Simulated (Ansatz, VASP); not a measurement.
CuI in VASP and in Ansatz

Contents of INCAR:

```
PREC = Accurate
ENCUT = 520
EDIFF = 1E-7
ISMEAR = -1
SIGMA = 0.02
LREAL = False
LASPH = True
NELM = 150
ALGO = Normal
ISIF = 2
LWAVE = False
LCHARG = False
MAGMOM = 0 0 0 0 0 0
LORBIT = 11
LSORBIT = True
GGA_COMPAT = False
LORBMOM = True
LMAXMIX = 4
GGA = PE
NBANDS = 30
```

Contents of KPOINTS:

```
regular mesh
0
Gamma
  6 6 6
```

The input POSCAR:

```
CuI
1.0
    0.0000000000      3.0120291186      3.0120291186
    3.0120291186      0.0000000000      3.0120291186
    3.0120291186      3.0120291186      0.0000000000
Cu I
1 1
Direct
    0.0000000000      0.0000000000      0.0000000000
    0.2500000000      0.2500000000      0.2500000000
```

Input for Ansatz:

```yaml
crystal:
  lattice:
    - [0.0, 3.0120291186, 3.0120291186]
    - [3.0120291186, 0.0, 3.0120291186]
    - [3.0120291186, 3.0120291186, 0.0]
  atoms:
    - { symbol: Cu, position: [0.0, 0.0, 0.0] }
    - { symbol: I, position: [0.25, 0.25, 0.25] }
kpoints:
  mp_grid: { grid: [6, 6, 6] }
hamiltonian:
  xc: pbe
scf:
  occupations: { method: fermi_dirac, width: 0.02 }
magnetization:
  noncollinear: true
  spin_orbit: true
output:
  optics: { e_range: [0, 12], de: 0.05, sigma: 0.1 }
```

Alike in both runs: task single point; functional PBE; k mesh 6 × 6 × 6; occupations fermi-dirac, width 0.02 eV; non-collinear spin, spin-orbit coupling.

|  | VASP | Ansatz |
| --- | --- | --- |
| version | VASP 6.6.1 | Ansatz 0.2.0 |
| potentials or method | VASP PAW PBE potentials, release 64 (Cu, I) | plane waves, PAW |
| plane-wave cutoff (eV) | 520 | 420 |
| valence electrons in the cell | 18 | 36 |

```tsv
	VASP	Ansatz	Ansatz less VASP
net moment per atom (μB)	0.00	0.00	0.000
```

With one functional, cell and mesh, what is left measures potentials, basis and numerics. VASP's potentials hold 18 valence electrons a cell and Ansatz's 36, so a difference there can come from the potentials and not from the codes. Ansatz's warnings: optics gap not shown off mesh.
